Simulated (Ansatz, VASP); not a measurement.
# Zr3SiF2 in VASP and in Ansatz

```
Zr Si F
1.0
     2.59399    1.49764    4.15263
    -2.59399    1.49764    4.15263
     0.00000   -2.99529    4.15263
Zr Si F
3 1 2
Direct
  0.00000 0.50000 0.00000
  0.50000 0.00000 0.00000
  0.00000 0.00000 0.50000
  0.00000 0.00000 0.00000
  0.62451 0.62451 0.62451
  0.37549 0.37549 0.37549
```

Change from the starting cell: species swapped into the Zr2Al3Zn type (R-3m, No. 166).

Alike in both runs: task single point; functional PBE; k mesh 6 × 6 × 6; occupations gaussian, width 0.1 eV; no spin polarisation.

|  | VASP | Ansatz |
| --- | --- | --- |
| version | VASP 6.6.1 | Ansatz 0.2.0 |
| potentials or method | VASP PAW PBE potentials, release 64 (Zr_sv, Si, F), cutoff 520 eV | scalar-relativistic, plane waves, PAW |
| valence electrons in the cell | 54 | 54 |

Ansatz gave:

```
gap on the k mesh at the Fermi level (eV)                     : none
pressure (GPa)                                                : 23.8
traceless stress, the component that is largest in VASP (GPa) : -20.26
rms of the force components (eV/Å)                            : 0.129
```

Question: What did VASP give for the same quantities?

Answer: gap on the k mesh at the Fermi level (eV): none; pressure (GPa): 23.9; traceless stress, the component that is largest in VASP (GPa): -20.37; rms of the force components (eV/Å): 0.128.

Atom by atom the forces differ by 0.001 eV/Å (rms over components). A gap of «none» marks a metal or a gap that the smearing closes.
